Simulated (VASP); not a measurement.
A run of VASP 6.6.1 is set up as follows.

The input INCAR:

```
PREC = Accurate
ENCUT = 400
EDIFF = 1E-6
ISMEAR = 0
SIGMA = 0.02
LREAL = F
LASPH = T
NELM = 120
ALGO = Normal
ISIF = 2
LWAVE = F
LCHARG = F
LDIPOL = T
IDIPOL = 3
DIPOL = 0.5 0.5 0.500
GGA = PE
IVDW = 12
NBANDS = 18
GGA_COMPAT = F
NELMDL = -8
```

Contents of KPOINTS:

```
regular mesh
0
Gamma
  9 9 1
```

Contents of POSCAR:

```
HfS2
1.0
    3.6180000000      0.0000000000      0.0000000000
   -1.8090000000      3.1332799109      0.0000000000
    0.0000000000      0.0000000000     31.8247012176
S Hf
2 1
Direct
    0.6666666667      0.3333333333      0.4506986730
    0.3333333333      0.6666666667      0.5493013270
    0.0000000000      0.0000000000      0.5000000000
```

Potentials or basis: VASP PAW PBE potentials, release 64 (S, Hf_pv).

The run is started by

```sh
$ cat potpaw_PBE.64/S/POTCAR potpaw_PBE.64/Hf_pv/POTCAR > POTCAR
$ mpirun -np 1 vasp_std > vasp.out
```

Q: Estimate the band gap on the k mesh.

A: 0.92 eV (least direct gap 1.88 eV).

Q: What does it give for the largest force?

A: 1.359 eV/Å.

Q: Estimate the dispersion energy per atom.

A: -0.223 eV.

Forces in eV/Å, atoms in the order of the input:
```
S    0.000  0.000  1.359
S    0.000  0.000 -1.359
Hf   0.000  0.000  0.000
```

Caveat: spin-orbit coupling is left out, which moves the levels of the heavy elements.
